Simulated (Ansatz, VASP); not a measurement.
**Two plane-wave programs on Ca**

```
Ca
1.0
     0.00000    4.32824    4.32824
     4.32824    0.00000    4.32824
     4.32824    4.32824    0.00000
Ca
2
Direct
  0.12500 0.12500 0.12500
  0.87500 0.87500 0.87500
```

Alike in both runs: task single point; functional BLYP; k mesh 7 × 7 × 7; occupations fermi-dirac, width 0.1 eV; no spin polarisation.

|  | VASP | Ansatz |
| --- | --- | --- |
| version | VASP 6.6.1 | Ansatz 0.2.0 |
| potentials or method | VASP PAW PBE potentials, release 64 (Ca_sv), cutoff 520 eV | plane waves (420 eV) with PAW, scalar-relativistic |
| valence electrons in the cell | 20 | 20 |

|  | VASP | Ansatz | Ansatz less VASP |
| --- | --- | --- | --- |
| pressure (GPa) | 0.5 | 0.5 | 0.00 |

VASP's potentials were made for PBE, not for BLYP.
